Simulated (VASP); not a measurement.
# AlGaN2 (P-4m2) in VASP: notebook, part 2 of 2

VASP 6.6.1.

## (3) Single point, r2SCAN (strain +0.0100 x Voigt [1, 1, 0, 0, 0, 0])

POSCAR

```
AlGaN2
1.0
    3.1722858192      0.0000000000      0.0000000000
    0.0000000000      3.1722858192      0.0000000000
    0.0000000000      0.0000000000      4.4238379400
Al Ga N
1 1 2
Direct
    0.5000000000      0.5000000000      0.5000000000
    0.0000000000      0.0000000000      0.0000000000
    0.5000000000      0.0000000000      0.7382648100
    0.0000000000      0.5000000000      0.2617351900
```

INCAR.step1

```
SYSTEM = AlGaN2
PREC = Accurate ; ENCUT = 520
ISMEAR = 0 ; SIGMA = 0.05
LREAL = .FALSE. ; LASPH = .TRUE.
NELM = 60 ; NBANDS = 21
GGA = PE ; ALGO = Normal
EDIFF = 1E-4 ; LWAVE = .TRUE.
LCHARG = .FALSE.
```

INCAR.step2

```
SYSTEM = AlGaN2
PREC = Accurate ; ENCUT = 520
EDIFF = 1E-6 ; ISMEAR = 0
SIGMA = 0.05 ; LREAL = .FALSE.
LASPH = .TRUE. ; NELM = 60
ALGO = Normal ; ISIF = 2
LWAVE = .FALSE. ; LCHARG = .FALSE.
METAGGA = R2SCAN ; LMIXTAU = .TRUE.
NBANDS = 21 ; ISTART = 1
```

KPOINTS

```
regular mesh
0
G
  8 8 6
  0 0 0
```

Potentials or basis: VASP PAW PBE potentials, release 64 (Al, Ga_d, N).

The run is started by

```bash
$ cat potpaw_PBE.64/Al/POTCAR potpaw_PBE.64/Ga_d/POTCAR potpaw_PBE.64/N/POTCAR > POTCAR
$ cp INCAR.step1 INCAR
$ mpirun -np 1 vasp_std > vasp.out
$ cp INCAR.step2 INCAR
$ mpirun -np 1 vasp_std > vasp.out
```

It took 2.8 min on 1 thread of Intel Xeon 8259CL, shared host; peak memory 0.2 GiB.

It converged, with:

```
Free energy            : -41.0634 eV
Pressure               : -4.0 GPa
Largest force          : 0.012 eV/Å
Band gap on the k mesh : 3.22 eV
```

Forces on the atoms (eV/Å):
```
Al   0.000  0.000  0.000
Ga   0.000  0.000  0.000
N    0.000  0.000 -0.012
N    0.000  0.000  0.012
```

Stress tensor (GPa, compression positive):
```
-4.50  0.00  0.00
 0.00 -4.50  0.00
 0.00  0.00 -3.00
```

Levels at points of the mesh, in eV from the valence-band top:
```tsv
k point	band 11	band 12	band 13	band 14	band 15	band 16
(0.00, 0.00, 0.00)	-0.17	0.00	0.00	3.22	4.05	8.15
(0.50, 0.00, 0.00)	-2.80	-1.06	-0.68	7.56	7.73	8.59
(0.50, 0.50, 0.00)	-2.22	-2.22	-2.20	3.86	3.86	6.93
(0.00, 0.00, 0.50)	-1.61	-1.00	-1.00	5.76	5.92	8.50
(0.50, 0.00, 0.50)	-0.84	-0.56	-0.54	5.65	7.14	9.90
(0.50, 0.50, 0.50)	-3.27	-3.15	-3.15	6.81	6.81	9.38
```

Caveat: the cell differs from its parent crystal (strain +0.0100 x Voigt [1, 1, 0, 0, 0, 0]); the cell stands under tension; the PAW data sets were made with another functional, which shifts forces and pressure a little.

## (4) Single point, r2SCAN (strain +0.0150 x Voigt [1, 1, 0, 0, 0, 0])

POSCAR, as its differences from that of step 3:

```diff
@@ -2,4 +2,4 @@
 1.0
-    3.1722858192      0.0000000000      0.0000000000
-    0.0000000000      3.1722858192      0.0000000000
+    3.1879902044      0.0000000000      0.0000000000
+    0.0000000000      3.1879902044      0.0000000000
     0.0000000000      0.0000000000      4.4238379400
```

INCAR.step1

```
PREC = Accurate
ENCUT = 520
ISMEAR = 0
SIGMA = 0.05
LREAL = F
LASPH = T
NELM = 100
NBANDS = 21
GGA = PE
ALGO = Normal
EDIFF = 1E-4
LWAVE = T
LCHARG = F
```

INCAR.step2

```
PREC = Accurate
ENCUT = 520
EDIFF = 1E-7
ISMEAR = 0
SIGMA = 0.05
LREAL = F
LASPH = T
NELM = 100
ALGO = Normal
ISIF = 2
LWAVE = F
LCHARG = F
METAGGA = R2SCAN
LMIXTAU = T
NBANDS = 21
ISTART = 1
```

KPOINTS

```
Automatic mesh
0
Gamma
  8 8 6
```

The run is started by

```bash
$ cat potpaw_PBE.64/Al/POTCAR potpaw_PBE.64/Ga_d/POTCAR potpaw_PBE.64/N/POTCAR > POTCAR
$ cp INCAR.step1 INCAR
$ mpirun -np 1 vasp_std > vasp.out
$ cp INCAR.step2 INCAR
$ mpirun -np 1 vasp_std > vasp.out
```

Run time: 3.7 min. Hardware: 1 thread of Intel Xeon 8259CL, shared host; peak memory 0.2 GiB.

The run converged. Its results:

```yaml
Free_energy: -41.0484 eV
Pressure: -5.8 GPa
Largest_force: 0.019 eV/Å
Band_gap_on_the_k_mesh: 3.15 eV
```

Forces in eV/Å, atoms in the order of the input:
```
Al   0.000  0.000  0.000
Ga   0.000  0.000  0.000
N    0.000  0.000 -0.019
N    0.000  0.000  0.019
```

Stress tensor (GPa, compression positive):
```
-6.55  0.00  0.00
 0.00 -6.55  0.00
 0.00  0.00 -4.38
```

Levels at points of the mesh, in eV from the valence-band top:
| k point | band 11 | band 12 | band 13 | band 14 | band 15 | band 16 |
| --- | --- | --- | --- | --- | --- | --- |
| (0.00, 0.00, 0.00) | -0.15 | 0.00 | 0.00 | 3.15 | 4.03 | 8.04 |
| (0.50, 0.00, 0.00) | -2.74 | -1.07 | -0.69 | 7.47 | 7.69 | 8.52 |
| (0.50, 0.50, 0.00) | -2.18 | -2.18 | -2.16 | 3.87 | 3.87 | 6.90 |
| (0.00, 0.00, 0.50) | -1.60 | -1.00 | -1.00 | 5.72 | 5.89 | 8.41 |
| (0.50, 0.00, 0.50) | -0.81 | -0.57 | -0.51 | 5.57 | 7.07 | 9.85 |
| (0.50, 0.50, 0.50) | -3.23 | -3.11 | -3.11 | 6.82 | 6.82 | 9.28 |

Caveat: the cell differs from its parent crystal (strain +0.0150 x Voigt [1, 1, 0, 0, 0, 0]); the cell stands under tension; the PAW data sets were made with another functional, which shifts forces and pressure a little.

## (5) Single point, r2SCAN (strain +0.0175 x Voigt [1, 1, 0, 0, 0, 0])

POSCAR, as its differences from that of step 4:

```diff
@@ -2,4 +2,4 @@
 1.0
-    3.1879902044      0.0000000000      0.0000000000
-    0.0000000000      3.1879902044      0.0000000000
+    3.1958423971      0.0000000000      0.0000000000
+    0.0000000000      3.1958423971      0.0000000000
     0.0000000000      0.0000000000      4.4238379400
```

INCAR.step1

```
SYSTEM = AlGaN2
PREC     = Accurate       ! precision mode
ENCUT    = 520            ! plane-wave cutoff, eV
ISMEAR   = 0              ! smearing method
SIGMA    = 0.05           ! smearing width, eV
LREAL    = .False.        ! projectors in reciprocal space
LASPH    = .True.         ! aspherical terms in the spheres
NELM     = 100            ! most SCF steps
NBANDS   = 21             ! bands
GGA      = PE             ! functional
ALGO     = Normal         ! electronic algorithm
EDIFF    = 1E-4           ! SCF threshold, eV
LWAVE    = .True.         ! write WAVECAR
LCHARG   = .False.        ! write CHGCAR
```

INCAR.step2

```
SYSTEM = AlGaN2
PREC     = Accurate       ! precision mode
ENCUT    = 520            ! plane-wave cutoff, eV
EDIFF    = 1E-6           ! SCF threshold, eV
ISMEAR   = 0              ! smearing method
SIGMA    = 0.05           ! smearing width, eV
LREAL    = .False.        ! projectors in reciprocal space
LASPH    = .True.         ! aspherical terms in the spheres
NELM     = 100            ! most SCF steps
ALGO     = Normal         ! electronic algorithm
ISIF     = 2              ! what is computed and relaxed
LWAVE    = .False.        ! write WAVECAR
LCHARG   = .False.        ! write CHGCAR
METAGGA  = R2SCAN         ! meta-GGA
LMIXTAU  = .True.       
NBANDS   = 21             ! bands
ISTART   = 1
```

KPOINTS

```
Automatic mesh
0
Gamma
  8 8 6
  0 0 0
```

The run is started by

```bash
$ cat potpaw_PBE.64/Al/POTCAR potpaw_PBE.64/Ga_d/POTCAR potpaw_PBE.64/N/POTCAR > POTCAR
$ cp INCAR.step1 INCAR
$ mpirun -np 1 vasp_std > vasp.out
$ cp INCAR.step2 INCAR
$ mpirun -np 1 vasp_std > vasp.out
```

Wall time 2.8 min (1 thread of Intel Xeon 8259CL, shared host); peak memory 0.2 GiB.

It converged, with:

| Quantity | Value |
| --- | --- |
| Free energy | -41.0389 eV |
| Pressure | -6.7 GPa |
| Largest force | 0.022 eV/Å |
| Band gap on the k mesh | 3.12 eV |

Forces on the atoms (eV/Å):
```
Al   0.000  0.000  0.000
Ga   0.000  0.000  0.000
N    0.000  0.000 -0.022
N    0.000  0.000  0.022
```

Stress tensor (GPa, compression positive):
```
-7.53  0.00  0.00
 0.00 -7.53  0.00
 0.00  0.00 -5.05
```

Levels at points of the mesh, in eV from the valence-band top:
```
           k point  band 11  band 12  band 13  band 14  band 15  band 16
(0.00, 0.00, 0.00)    -0.14     0.00     0.00     3.12     4.02     7.98
(0.50, 0.00, 0.00)    -2.72    -1.07    -0.69     7.42     7.67     8.49
(0.50, 0.50, 0.00)    -2.16    -2.16    -2.14     3.87     3.87     6.89
(0.00, 0.00, 0.50)    -1.60    -1.00    -1.00     5.71     5.87     8.37
(0.50, 0.00, 0.50)    -0.80    -0.57    -0.49     5.53     7.03     9.82
(0.50, 0.50, 0.50)    -3.21    -3.09    -3.09     6.83     6.83     9.23
```

Caveat: the cell differs from its parent crystal (strain +0.0175 x Voigt [1, 1, 0, 0, 0, 0]); the cell stands under tension; the PAW data sets were made with another functional, which shifts forces and pressure a little.

## (6) Single point, r2SCAN (strain +0.0200 x Voigt [1, 1, 0, 0, 0, 0])

POSCAR, as its differences from that of step 5:

```diff
@@ -2,4 +2,4 @@
 1.0
-    3.1958423971      0.0000000000      0.0000000000
-    0.0000000000      3.1958423971      0.0000000000
+    3.2036945897      0.0000000000      0.0000000000
+    0.0000000000      3.2036945897      0.0000000000
     0.0000000000      0.0000000000      4.4238379400
```

INCAR.step1 is that of step 5.

INCAR.step2, as its differences from that of step 5:

```diff
@@ -12,5 +12,7 @@
 LWAVE    = .False.        ! write WAVECAR
-LCHARG   = .False.        ! write CHGCAR
+LCHARG   = .True.         ! write CHGCAR
 METAGGA  = R2SCAN         ! meta-GGA
 LMIXTAU  = .True.       
+LELF     = .True.         ! ELF
+LVHAR    = .True.       
 NBANDS   = 21             ! bands
```

KPOINTS is that of step 5.

Potentials or basis: VASP PAW PBE potentials, release 64 (Al, Ga_d, N).

The run is started by

```bash
$ cat potpaw_PBE.64/Al/POTCAR potpaw_PBE.64/Ga_d/POTCAR potpaw_PBE.64/N/POTCAR > POTCAR
$ cp INCAR.step1 INCAR
$ mpirun -np 1 vasp_std > vasp.out
$ cp INCAR.step2 INCAR
$ mpirun -np 1 vasp_std > vasp.out
```

It took 2.4 min on 1 thread of Intel Xeon 8259CL, shared host; peak memory 0.2 GiB.

Results (log left out):

- Free energy: -41.0279 eV
- Pressure: -7.5 GPa
- Largest force: 0.025 eV/Å
- Band gap on the k mesh: 3.08 eV

Forces on the atoms (eV/Å):
```
Al   0.000  0.000  0.000
Ga   0.000  0.000  0.000
N    0.000  0.000 -0.025
N    0.000  0.000  0.025
```

Stress tensor (GPa, compression positive):
```
-8.47  0.00  0.00
 0.00 -8.47  0.00
 0.00  0.00 -5.67
```

Levels at points of the mesh, in eV from the valence-band top:
```
           k point  band 9  band 10  band 11  band 12  band 13  band 14  band 15  band 16  band 17  band 18
(0.00, 0.00, 0.00)   -2.37    -2.37    -0.12     0.00     0.00     3.08     4.01     7.93    11.79    11.79
(0.50, 0.00, 0.00)   -4.36    -2.76    -2.69    -1.07    -0.70     7.37     7.65     8.45     8.74    11.03
(0.50, 0.50, 0.00)   -4.95    -2.19    -2.14    -2.14    -2.11     3.88     3.88     6.88     9.45    13.18
(0.00, 0.00, 0.50)   -2.44    -1.59    -1.59    -1.00    -1.00     5.69     5.85     8.32     9.67    12.01
(0.50, 0.00, 0.50)   -6.02    -1.04    -0.78    -0.57    -0.48     5.50     6.99     9.79    10.04    10.57
(0.50, 0.50, 0.50)   -4.33    -3.81    -3.20    -3.07    -3.07     6.83     6.83     9.19    11.45    11.84
```

Caveat: the cell differs from its parent crystal (strain +0.0200 x Voigt [1, 1, 0, 0, 0, 0]); the cell stands under tension; the PAW data sets were made with another functional, which shifts forces and pressure a little.

## (7) Summary

```tsv
cell	gap on the mesh (eV)	pressure (GPa)	largest force (eV/Å)
a = 3.157, b = 3.157, c = 4.424 Å, 4 atoms	3.29	-2.1	-
a = 3.172, b = 3.172, c = 4.424 Å, 4 atoms	3.22	-4.0	0.01
a = 3.188, b = 3.188, c = 4.424 Å, 4 atoms	3.15	-5.8	0.02
a = 3.196, b = 3.196, c = 4.424 Å, 4 atoms	3.12	-6.7	0.02
a = 3.204, b = 3.204, c = 4.424 Å, 4 atoms	3.08	-7.5	0.03
```

Alike in all rows: task single point; level r2SCAN; potentials or basis VASP PAW PBE potentials, release 64 (Al, Ga_d, N); no spin polarisation; k mesh 8 × 8 × 6; cutoff (eV) 520; smearing gaussian 0.05 eV.

Caveats: the PAW data sets were made with another functional, which shifts forces and pressure a little; the cell stands under tension (at least some runs).

Total energies depend on the potentials used, so only differences within one code and one set of settings carry meaning.
